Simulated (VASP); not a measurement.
# MgI2 (P-3m1) in VASP: further runs, part 2 of 2

VASP 6.6.1. The steps go on from the part before.

## (3) Single point, PBEsol (strain +0.015 along x and y, +0.015 along z)

The input, INCAR:

```
  ALGO = Normal
  EDIFF = 1E-6
  ENCUT = 520
  GGA = PS
  ISIF = 2
  ISMEAR = 0
  LASPH = T
  LCHARG = F
  LREAL = F
  LWAVE = F
  NBANDS = 15
  NELM = 60
  PREC = Accurate
  SIGMA = 0.05
```

The input, KPOINTS:

```
k-points
0
Gamma
  6 6 4
```

The input, POSCAR:

```
MgI2
1.0
    4.2160056232      0.0000000000      0.0000000000
   -2.1080028116      3.6511679722      0.0000000000
    0.0000000000      0.0000000000      6.9649300000
Mg I
1 2
Direct
    0.0000000000      0.0000000000      0.0000000000
    0.3333333333      0.6666666667      0.7576300000
    0.6666666667      0.3333333333      0.2423700000
```

Potentials or basis: VASP PAW PBE potentials, release 64 (Mg, I).

On the command line:

```console
$ cat potpaw_PBE.64/Mg/POTCAR potpaw_PBE.64/I/POTCAR > POTCAR
$ mpirun -np 1 vasp_std > vasp.out
```

OUTCAR:

```text
EDIFF = 1E-6
   ENCUT = 520
   GGA = PS
   ISIF = 2
   ISMEAR = 0
   LASPH = T
   LREAL = F
   NELM = 60
   PREC = Accurate

 ion  position               nearest neighbor table
   1  0.000  0.000  0.000-   2 2.96   3 2.96   3 2.96   2 2.96   3 2.96   2 2.96
   2  0.333  0.667  0.758-   1 2.96   1 2.96   1 2.96
   3  0.667  0.333  0.242-   1 2.96   1 2.96   1 2.96

  LATTYP: Found a hexagonal cell.
 ALAT       =     4.2160056232
[... 624 lines left out ...]

  FORCE on cell =-STRESS in cart. coord.  units (eV):
  Direction    XX          YY          ZZ          XY          YZ          ZX
  --------------------------------------------------------------------------------------
  -------------------------------------------------------------------------------------
  Total       -1.0420998     -1.0420998     -0.7589530      0.0000000      0.0000000      0.0000000
  in kB      -15.5729235    -15.5729235    -11.3416368      0.0000000      0.0000000      0.0000000
  external PRESSURE =     -14.1624946 kB  Pullay stress =       0.0000000 kB

 VOLUME and BASIS-vectors are now :
 -----------------------------------------------------------------------------
  energy-cutoff  :      520.00
  volume of cell :      107.21
      direct lattice vectors                 reciprocal lattice vectors
     4.216005623  0.000000000  0.000000000     0.237191334  0.136942481  0.000000000
    -2.108002812  3.651167972  0.000000000     0.000000000  0.273884962  0.000000000
     0.000000000  0.000000000  6.964930000     0.000000000  0.000000000  0.143576461

 POSITION                                       TOTAL-FORCE (eV/Angst)
 -----------------------------------------------------------------------------------
      0.00000      0.00000      0.00000        -0.000000      0.000000      0.000000
     -0.00000      2.43411      5.27684        -0.000000     -0.000000      0.241313
      2.10800      1.21706      1.68809         0.000000      0.000000     -0.241313
 -----------------------------------------------------------------------------------
    total drift:                               -0.000000      0.000000     -0.000000

  FREE ENERGIE OF THE ION-ELECTRON SYSTEM (eV)
  ---------------------------------------------------
  free  energy   TOTEN  =        -8.3950472363 eV

  energy  without entropy=       -8.3950472363  energy(sigma->0) =       -8.39504724
```

OSZICAR:

```text
N       E                     dE             d eps       ncg     rms          rms(c)
DAV:   1     0.752780502622E+02    0.75278E+02   -0.57145E+03   720   0.834E+02
DAV:   2    -0.230538552796E+01   -0.77583E+02   -0.69665E+02   985   0.128E+02
DAV:   3    -0.845926510565E+01   -0.61539E+01   -0.61278E+01   944   0.425E+01
DAV:   4    -0.857708036158E+01   -0.11782E+00   -0.11781E+00  1046   0.701E+00
DAV:   5    -0.857785367248E+01   -0.77331E-03   -0.77331E-03   937   0.560E-01    0.376E+00
DAV:   6    -0.843184631901E+01    0.14601E+00   -0.11118E-01   846   0.169E+00    0.252E+00
DAV:   7    -0.839740132886E+01    0.34445E-01   -0.10399E-01   867   0.157E+00    0.684E-01
DAV:   8    -0.839511163469E+01    0.22897E-02   -0.76028E-03   832   0.488E-01    0.271E-01
DAV:   9    -0.839506219319E+01    0.49441E-04   -0.99253E-04   951   0.185E-01    0.105E-01
DAV:  10    -0.839504646617E+01    0.15727E-04   -0.44131E-05   930   0.433E-02    0.410E-02
DAV:  11    -0.839504723633E+01   -0.77016E-06   -0.47239E-06   930   0.128E-02
   1 F= -.83950472E+01 E0= -.83950472E+01  d E =-.103117E-14
```

stdout:

```text
POSCAR found type information on POSCAR MgI
 POSCAR found :  2 types and       3 ions
 scaLAPACK will be used
 -----------------------------------------------------------------------------
|                                                                             |
|                                                                             |
|     You enforced a specific xc type in the INCAR file but a different       |
|     I HOPE YOU KNOW WHAT YOU ARE DOING!                                     |
|                                                                             |
 -----------------------------------------------------------------------------

 LDA part: xc-table for (Slater+PW92), standard interpolation
 POSCAR, INCAR and KPOINTS ok, starting setup
 FFT: planning ... GRIDC
 FFT: planning ... GRID_SOFT
 FFT: planning ... GRID
 WAVECAR not read
 entering main loop
```

Run time: 23 s. Hardware: 1 thread of AMD EPYC 9R14 (Zen 4), shared host; peak memory 0.2 GiB.

What came out:

```yaml
Free_energy: -8.3950 eV
Pressure: -1.4 GPa
Largest_force: 0.241 eV/Å
Band_gap_on_the_k_mesh: 3.40 eV, direct
```

Forces on the atoms (eV/Å):
```
Mg   0.000  0.000  0.000
I    0.000  0.000  0.241
I    0.000  0.000 -0.241
```

Caveat: the cell differs from its parent crystal (strain +0.015 along x and y, +0.015 along z); the PAW data sets were made with another functional, which shifts forces and pressure a little; spin-orbit coupling is left out, which moves the levels of the heavy elements; this functional lacks dispersion, which binds the layers, so the pressure and a relaxed spacing across them are unreliable. A k mesh can miss the band edges.

## (4) Single point, PBEsol (strain +0.030 along x and y, +0.000 along z)

The input, INCAR:

```
SYSTEM = MgI2
  PREC = Accurate
  ENCUT = 520
  EDIFF = 1E-6
  ISMEAR = 0
  SIGMA = 0.05
  LREAL = .False.
  LASPH = .True.
  NELM = 100
  ALGO = Normal
  ISIF = 2
  LWAVE = .False.
  LCHARG = .False.
  GGA = PS
  NBANDS = 15
```

The input, KPOINTS:

```
regular mesh
0
Gamma
  6 6 4
  0 0 0
```

The input, POSCAR:

```
MgI2
1.0
    4.2783111250      0.0000000000      0.0000000000
   -2.1391555625      3.7051261196      0.0000000000
    0.0000000000      0.0000000000      6.8620000000
Mg I
1 2
Direct
    0.0000000000      0.0000000000      0.0000000000
    0.3333333333      0.6666666667      0.7576300000
    0.6666666667      0.3333333333      0.2423700000
```

On the command line:

```console
$ cat potpaw_PBE.64/Mg/POTCAR potpaw_PBE.64/I/POTCAR > POTCAR
$ mpirun -np 1 vasp_std > vasp.out
```

Run time: 21 s. Hardware: 1 thread of AMD EPYC 9R14 (Zen 4), shared host; peak memory 0.2 GiB.

It converged, with:

```yaml
Free_energy: -8.3687 eV
Pressure: -1.8 GPa
Largest_force: 0.230 eV/Å
Band_gap_on_the_k_mesh: 3.17 eV, direct
```

Forces on the atoms (eV/Å):
```
Mg   0.000  0.000  0.000
I    0.000  0.000  0.230
I    0.000  0.000 -0.230
```

Stress tensor (GPa, compression positive):
```
-2.16  0.00  0.00
 0.00 -2.16  0.00
 0.00  0.00 -0.99
```

Levels at points of the mesh, in eV from the valence-band top:
```csv
k point,band 6,band 7,band 8,band 9,band 10,band 11
"(0.00, 0.00, 0.00)",-0.27,-0.27,0.00,3.17,4.40,6.33
"(0.50, 0.00, 0.00)",-1.49,-0.91,-0.55,3.38,5.07,5.43
"(0.00, 0.00, 0.50)",-0.54,-0.37,-0.37,4.11,4.47,6.15
"(0.50, 0.00, 0.50)",-1.09,-0.80,-0.80,3.29,5.02,5.68
```

Caveat: the cell differs from its parent crystal (strain +0.030 along x and y, +0.000 along z); the PAW data sets were made with another functional, which shifts forces and pressure a little; spin-orbit coupling is left out, which moves the levels of the heavy elements; this functional lacks dispersion, which binds the layers, so the pressure and a relaxed spacing across them are unreliable. A k mesh can miss the band edges.

## (5) Single point, PBEsol (strain +0.015 along x and y, +0.030 along z)

The input, INCAR:

```
PREC = Accurate
ENCUT = 520
EDIFF = 1E-7
ISMEAR = 0
SIGMA = 0.05
LREAL = False
LASPH = True
NELM = 100
ALGO = Normal
ISIF = 2
LWAVE = False
LCHARG = False
GGA = PS
NBANDS = 15
```

The input, KPOINTS:

```
Automatic mesh
0
Gamma
  6 6 4
```

The input, POSCAR:

```
MgI2
1.0
    4.2160056232      0.0000000000      0.0000000000
   -2.1080028116      3.6511679722      0.0000000000
    0.0000000000      0.0000000000      7.0678600000
Mg I
1 2
Direct
    0.0000000000      0.0000000000      0.0000000000
    0.3333333333      0.6666666667      0.7576300000
    0.6666666667      0.3333333333      0.2423700000
```

On the command line:

```console
$ cat potpaw_PBE.64/Mg/POTCAR potpaw_PBE.64/I/POTCAR > POTCAR
$ mpirun -np 1 vasp_std > vasp.out
```

Wall time 25 s (1 thread of AMD EPYC 9R14 (Zen 4), shared host); peak memory 0.2 GiB.

It converged, with:

```
Free energy            : -8.3810 eV
Pressure               : -1.7 GPa
Largest force          : 0.340 eV/Å
Band gap on the k mesh : 3.42 eV, direct
```

Forces on the atoms (eV/Å):
```
Mg   0.000  0.000  0.000
I    0.000  0.000  0.340
I    0.000  0.000 -0.340
```

Levels at points of the mesh, in eV from the valence-band top:
```tsv
k point	band 4	band 5	band 6	band 7	band 8	band 9	band 10	band 11	band 12	band 13
(0.00, 0.00, 0.00)	-0.33	-0.33	-0.01	0.00	0.00	3.42	4.72	6.67	6.67	7.41
(0.50, 0.00, 0.00)	-2.59	-1.67	-1.19	-0.79	-0.37	3.59	5.23	5.50	6.89	7.67
(0.00, 0.00, 0.50)	-1.29	-0.24	-0.24	-0.09	-0.09	4.40	4.75	6.52	6.52	7.86
(0.50, 0.00, 0.50)	-2.92	-1.04	-1.04	-0.70	-0.57	3.45	5.13	5.69	6.05	7.54
```

Caveat: the cell differs from its parent crystal (strain +0.015 along x and y, +0.030 along z); the PAW data sets were made with another functional, which shifts forces and pressure a little; spin-orbit coupling is left out, which moves the levels of the heavy elements; this functional lacks dispersion, which binds the layers, so the pressure and a relaxed spacing across them are unreliable.

## (6) Summary

```tsv
cell	gap on the mesh (eV)	pressure (GPa)	largest force (eV/Å)
a = 4.278, b = 4.278, c = 6.759 Å, angles 90.0, 90.0, 120.0°, 3 atoms	3.13	-1.4	0.13
a = 4.216, b = 4.216, c = 6.965 Å, angles 90.0, 90.0, 120.0°, 3 atoms	3.40	-1.4	0.24
a = 4.278, b = 4.278, c = 6.862 Å, angles 90.0, 90.0, 120.0°, 3 atoms	3.17	-1.8	0.23
a = 4.216, b = 4.216, c = 7.068 Å, angles 90.0, 90.0, 120.0°, 3 atoms	3.42	-1.7	0.34
```

Alike in all rows: task single point; level PBEsol; potentials or basis VASP PAW PBE potentials, release 64 (Mg, I); no spin polarisation; k mesh 6 × 6 × 4; cutoff (eV) 520; smearing gaussian 0.05 eV.

Caveats: the PAW data sets were made with another functional, which shifts forces and pressure a little; spin-orbit coupling is left out, which moves the levels of the heavy elements; this functional lacks dispersion, which binds the layers, so the pressure and a relaxed spacing across them are unreliable.

Total energies depend on the potentials used, so only differences within one code and one set of settings carry meaning.
